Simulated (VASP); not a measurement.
Runs of VASP 6.6.1 on HfH2. The structure is that of space group I4/mmm (No. 139), or close to it. The cells are those of the table. 

```tsv
cell	k mesh	gap on the mesh (eV)	pressure (GPa)
a = 3.233 Å, angles 115.7, 115.7, 97.7°, 3 atoms	16 × 16 × 16	none	3.0
a = 2.900 Å, angles 112.4, 112.4, 103.8°, 3 atoms	18 × 18 × 18	none	89.4
a = 3.183 Å, angles 115.3, 115.3, 98.3°, 3 atoms	16 × 16 × 16	none	10.9
a = 3.114 Å, angles 114.8, 114.8, 99.4°, 3 atoms	16 × 16 × 16	none	23.9
a = 3.270 Å, angles 115.9, 115.9, 97.3°, 3 atoms	16 × 16 × 16	none	(a)
a = 3.254 Å, angles 115.8, 115.8, 97.5°, 3 atoms	16 × 16 × 16	none	(b)
a = 3.262 Å, angles 115.8, 115.8, 97.4°, 3 atoms	16 × 16 × 16	none	-1.1
```

Alike in all rows: task single point; level r2SCAN; potentials or basis VASP PAW PBE potentials, release 64 (Hf_pv, H); no spin polarisation; cutoff (eV) 520; smearing gaussian 0.1 eV.

Problem. Estimate the missing entries.

Solution. (a) -2.1; (b) -0.1.

Caveats: the PAW data sets were made with another functional, which shifts forces and pressure a little; spin-orbit coupling is left out, which moves the levels of the heavy elements.

A k mesh can miss the band edges, and the runs leave out spin-orbit coupling on Hf.

A gap of «none» marks levels without a gap at the run's occupations.
